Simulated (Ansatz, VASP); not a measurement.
**Ir: VASP beside Ansatz**

```
Ir
1.0
     2.80247    0.00000    0.00000
    -1.40124    2.42701    0.00000
     0.00000    0.00000    4.53897
Ir
2
Cartesian
  0.0000 1.6180 1.1347
  1.4012 0.8090 3.4042
```

Change from the starting cell: volume scaled by 1.06.

Alike in both runs: task single point; functional PBE; k mesh 15 × 15 × 8; occupations fermi-dirac, width 0.03 eV; no spin polarisation.

|  | VASP | Ansatz |
| --- | --- | --- |
| version | VASP 6.6.1 | Ansatz 0.2.0 |
| potentials or method | VASP PAW PBE potentials, release 64 (Ir), cutoff 520 eV | all-electron LAPW, scalar-relativistic |

|  | VASP | Ansatz | Ansatz less VASP |
| --- | --- | --- | --- |
| pressure (GPa) | -16.9 | -17.3 | -0.35 |
| traceless stress, the component that is largest in VASP (GPa) | -0.14 | -0.18 | -0.037 |

Ansatz ran all-electron here, and VASP with PAW potentials.

Spin-orbit coupling is off throughout.
